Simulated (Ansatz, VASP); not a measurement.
One calculation of Pd, two programs

```
Pd
1.0
    -1.54319    1.54319    1.54319
     1.54319   -1.54319    1.54319
     1.54319    1.54319   -1.54319
Pd
1
Direct
  0.00000 0.00000 0.00000
```

Alike in both runs: task single point; functional LDA; k mesh 8 × 8 × 8; occupations gaussian, width 0.1 eV; no spin polarisation.

|  | VASP | Ansatz |
| --- | --- | --- |
| version | VASP 6.6.1 | Ansatz 0.2.0 |
| potentials or method | VASP PAW LDA potentials, release 64 (Pd), cutoff 500 eV | scalar-relativistic, plane waves, PAW |
| valence electrons in the cell | 10 | 18 |

|  | VASP | Ansatz | Ansatz less VASP |
| --- | --- | --- | --- |
| gap on the k mesh at the Fermi level (eV) | none | none | - |
| pressure (GPa) | -5.5 | -5.8 | -0.30 |

Ansatz warns that its potentials were made for another functional, while VASP's fit it. LDA's correlation is that of Perdew and Zunger in VASP and of Perdew and Wang (1992) in Ansatz. A gap of «none» marks a metal or a gap that the smearing closes. VASP's potentials hold 10 valence electrons a cell and Ansatz's 18, so a difference there can come from the potentials and not from the codes.
